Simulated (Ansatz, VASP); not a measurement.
One calculation of InSb, two programs

The input INCAR:

```
PREC = Accurate
ENCUT = 520
EDIFF = 1E-7
ISMEAR = 0
SIGMA = 0.15
LREAL = False
LASPH = True
NELM = 100
ALGO = Normal
ISIF = 2
LWAVE = False
LCHARG = True
GGA = PE
LELF = True
LVHAR = True
NBANDS = 16
```

KPOINTS

```
regular mesh
0
Gamma
  16 16 16
```

Contents of POSCAR:

```
InSb
1.0
    0.0000000000      3.0520309919      3.3174249912
    3.0520309919      0.0000000000      3.3174249912
    3.0520309919      3.0520309919      0.0000000000
In Sb
1 1
Direct
    0.0000000000      0.0000000000      0.0000000000
    0.7500000000      0.7500000000      0.7500000000
```

Input for Ansatz:

```yaml
crystal:
  lattice:
    - [0.0, 3.0520309919, 3.3174249912]
    - [3.0520309919, 0.0, 3.3174249912]
    - [3.0520309919, 3.0520309919, 0.0]
  atoms:
    - { symbol: In, position: [0.0, 0.0, 0.0] }
    - { symbol: Sb, position: [0.75, 0.75, 0.75] }
basis:
  ecutwfc: 420
kpoints:
  mp_grid: { grid: [16, 16, 16] }
hamiltonian:
  xc: pbe
scf:
  occupations: { method: gaussian, width: 0.15 }
output:
  forces: true
  stress: true
  eigenvalues: true
```

Change from the starting cell: strain -0.080 along x and y, +0.000 along z, atoms carried along.

Alike in both runs: task single point; functional PBE; k mesh 16 × 16 × 16; occupations gaussian, width 0.15 eV; no spin polarisation.

|  | VASP | Ansatz |
| --- | --- | --- |
| version | VASP 6.6.1 | Ansatz 0.2.0 |
| potentials or method | VASP PAW PBE potentials, release 64 (In_d, Sb), cutoff 520 eV | scalar-relativistic, plane waves, PAW |
| valence electrons in the cell | 18 | 28 |

VASP gave:

| Property | Result |
| --- | --- |
| gap on the k mesh at the Fermi level (eV) | 0.16 |
| least direct gap on the mesh (eV) | 0.16 |
| pressure (GPa) | 9.0 |
| traceless stress, the component that is largest in VASP (GPa) | -1.59 |

Q: Which values does Ansatz return?

A: gap on the k mesh at the Fermi level (eV): 0.15; least direct gap on the mesh (eV): 0.15; pressure (GPa): 9.0; traceless stress, the component that is largest in VASP (GPa): -1.58.

VASP's potentials hold 18 valence electrons a cell and Ansatz's 28, so a difference there can come from the potentials and not from the codes.

Spin-orbit coupling is off throughout.
